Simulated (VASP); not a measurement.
Crystal: Y2HgSe4.

```
Y Hg Se
1.0
     7.00401    0.00000    0.00000
     0.00000    7.00401    0.00000
     0.00000    0.00000    4.06521
Y Hg Se
2 1 4
Direct
  0.50000 0.00000 0.50000
  0.00000 0.50000 0.50000
  0.00000 0.00000 0.00000
  0.23222 0.76778 0.00000
  0.23222 0.23222 0.00000
  0.76778 0.76778 0.00000
  0.76778 0.23222 0.00000
```

```yaml
Program: VASP 6.6.1
Task: relaxation of cell and atoms
Functional: PBEsol
Potentials_or_basis: VASP PAW PBE potentials, release 64 (Y_sv, Hg, Se)
Cutoff: 600 eV
k_mesh: 4 × 4 × 6
Occupations: fermi-dirac, width 0.03 eV
Spin: no spin polarisation
```

At the start: pressure 4.0 GPa; volume 28.49 Å³/atom.

Question: Where does the relaxation end?

Answer: Over 15 steps the energy falls by 547.6 meV/atom and the volume is 24.31 Å³/atom (-14.7 %); space group P4/mmm (No. 123, to 0.1 Å) before and after.

The path:
```tsv
step	energy change (eV)	largest force (eV/Å)	pressure (GPa)	volume (Å³)
1	0.0000	5.0720	3.99	199.42
2	-1.7608	0.4496	-9.09	217.97
3	-2.4534	0.6358	-6.48	211.12
4	-3.3930	0.6705	-1.94	182.25
5	-3.4440	0.6744	-0.02	174.86
6	-3.6973	0.7180	1.42	170.10
7	-3.7294	0.7179	2.36	167.71
8	-3.8093	0.0651	-1.40	174.12
9	-3.8216	0.1283	-0.48	172.34
10	-3.8321	0.0383	-0.19	170.87
11	-3.8324	0.0186	-0.12	170.54
12	-3.8328	0.0277	0.11	169.98
13	-3.8328	0.0263	0.07	170.08
14	-3.8330	0.0120	0.01	170.16
15	-3.8330	0.0056	-0.01	170.19
```

Final structure:
```
Y Hg Se
1.0
     6.85140    0.00000    0.00000
     0.00000    6.85140    0.00000
     0.00000    0.00000    3.62561
Y Hg Se
2 1 4
Cartesian
  3.4257 0.0000 1.8128
  0.0000 3.4257 1.8128
  0.0000 0.0000 0.0000
  1.8532 4.9982 0.0000
  1.8532 1.8532 0.0000
  4.9982 4.9982 0.0000
  4.9982 1.8532 0.0000
```

Caveat: the PAW data sets were made with another functional, which shifts forces and pressure a little.
